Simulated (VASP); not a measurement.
Pd: elastic constants with revpbe exchange, lda correlation

Pd:

```
Pd
1.0
     0.00000    1.94650    1.94650
     1.94650    0.00000    1.94650
     1.94650    1.94650    0.00000
Pd
1
Direct
  0.00000 0.00000 0.00000
```

```json
{
 "Program": "VASP 6.6.1",
 "Task": "elastic constants",
 "Functional": "revpbe exchange, lda correlation",
 "Potentials or basis": "VASP PAW PBE potentials, release 64 (Pd)",
 "Cutoff": "500 eV",
 "k mesh": "16 × 16 × 16",
 "Occupations": "fermi-dirac, width 0.15 eV",
 "Spin": "no spin polarisation",
 "Dipole correction": "no",
 "Ions in elastic constants": "relaxed",
 "Further INCAR settings": "ALGO = Normal; EDIFF = 1e-08; IBRION = 6; POTIM = 0.015; NSW = 1; ISIF = 3"
}
```

```
Elastic constants C11, C12, C44 : 248, 189, 93 GPa
Voigt bulk modulus              : 208 GPa
```

Elastic tensor in Voigt notation (GPa, in the Cartesian axes of the cell as first typed):
```
248 189 189   0   0   0
189 248 189   0   0   0
189 189 248   0   0   0
  0   0   0  93   0   0
  0   0   0   0  93   0
  0   0   0   0   0  93
```

Clamped-ion elastic tensor (GPa):
```
248 189 189   0   0   0
189 248 189   0   0   0
189 189 248   0   0   0
  0   0   0  93   0   0
  0   0   0   0  93   0
  0   0   0   0   0  93
```

Wall time 8.5 min on 1 thread of Intel(R) Xeon(R) Platinum 8488C (Sapphire Rapids), with other jobs on the host, peak memory 0.4 GiB.

Caveat: the cell is under stress, which shifts elastic constants; the PAW data sets were made with another functional, which shifts forces and pressure a little.
